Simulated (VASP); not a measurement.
Input of a VASP 6.6.1 run:

INCAR

```
  ALGO = Normal
  EDIFF = 1E-6
  ENCUT = 520
  GGA = PE
  ISIF = 2
  ISMEAR = 0
  LASPH = T
  LCHARG = F
  LREAL = F
  LWAVE = F
  NBANDS = 19
  NELM = 100
  PREC = Accurate
  SIGMA = 0.1
```

KPOINTS

```
k-points
0
Gamma
  10 10 10
```

The input POSCAR:

```
Na3H
1.0
    4.7199007533      0.0000000000      0.0000000000
    0.0000000000      4.7199007533      0.0000000000
    0.0000000000      0.0000000000      4.7199007533
Na H
3 1
Direct
    0.0000000000      0.5000000000      0.5000000000
    0.5000000000      0.0000000000      0.5000000000
    0.5000000000      0.5000000000      0.0000000000
    0.0000000000      0.0000000000      0.0000000000
```

Potentials or basis: VASP PAW PBE potentials, release 64 (Na_pv, H).

The run is started by

```console
$ cat potpaw_PBE.64/Na_pv/POTCAR potpaw_PBE.64/H/POTCAR > POTCAR
$ mpirun -np 1 vasp_std > vasp.out
```

(1) Predict the pressure.

(2) What does it give for the band gap on the k mesh?

Results:

(1) 0.0 GPa.

(2) zero (bands 11 and 12 overlap by 0.59 eV).
